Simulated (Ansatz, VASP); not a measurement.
## TiO2: VASP beside Ansatz

```
CELL_PARAMETERS angstrom
4.50212 0.00000 0.00000
0.00000 4.50212 0.00000
0.00000 0.00000 2.95900
ATOMIC_POSITIONS crystal
Ti 0.00000 0.00000 0.00000
Ti 0.50000 0.50000 0.50000
O 0.30600 0.30600 0.00000
O 0.19400 0.80600 0.50000
O 0.69400 0.69400 0.00000
O 0.80600 0.19400 0.50000
```

Change from the starting cell: equal xx and yy strain of -2 %, crystal datasets.

Alike in both runs: task electric field gradients; functional PBE; k mesh 7 × 7 × 10; occupations fermi-dirac, width 0.05 eV; no spin polarisation.

|  | VASP | Ansatz |
| --- | --- | --- |
| version | VASP 6.6.1 | Ansatz 0.2.0 |
| potentials or method | VASP PAW PBE potentials, release 64 (Ti_sv, O), cutoff 520 eV | all-electron PAW with datasets made for the crystal, scalar-relativistic |

|  | VASP | Ansatz | Ansatz less VASP |
| --- | --- | --- | --- |
| gap on the k mesh at the Fermi level (eV) | 1.97 | 1.99 | +0.022 |
| pressure (GPa) | 16.2 | 15.4 | -0.78 |
| traceless stress, the component that is largest in VASP (GPa) | -2.23 | -2.46 | -0.230 |
| rms of the force components (eV/Å) | 0.204 | 0.193 | -0.0112 |
| size of Vzz on the site where it differs most (V/Å²) | 19.0 | 19.8 | +0.83 |

Atom by atom the forces differ by 0.011 eV/Å (rms over components). Ansatz ran all-electron here, and VASP with PAW potentials.
